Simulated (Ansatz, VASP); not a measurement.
## Pb in VASP and in Ansatz

```
Pb
1.0
     2.79730    0.00000    0.00000
     0.00000    2.79730    0.00000
     0.00000    0.00000    2.79730
Pb
1
Direct
  0.00000 0.00000 0.00000
```

Change from the starting cell: volume scaled by 0.68, PAW files.

Alike in both runs: task single point; functional PBEsol; k mesh 13 × 13 × 13; occupations fermi-dirac, width 0.05 eV; no spin polarisation.

|  | VASP | Ansatz |
| --- | --- | --- |
| version | VASP 6.6.1 | Ansatz 0.2.0 |
| potentials or method | VASP PAW PBE potentials, release 64 (Pb_d) | PAW with Ansatz's default frozen-core files, scalar-relativistic |
| plane-wave cutoff (eV) | 520 | 420 |
| valence electrons in the cell | 14 | 14 |

|  | VASP | Ansatz | Ansatz less VASP |
| --- | --- | --- | --- |
| pressure (GPa) | 43.5 | 43.5 | +0.07 |

VASP's potentials were made for PBE, not for PBEsol. Both programs put the cell under a high pressure, so it lies far from rest at this level. The functional is the same, so the differences come from potentials, cutoffs and numerics.

Neither program's run includes spin-orbit coupling.
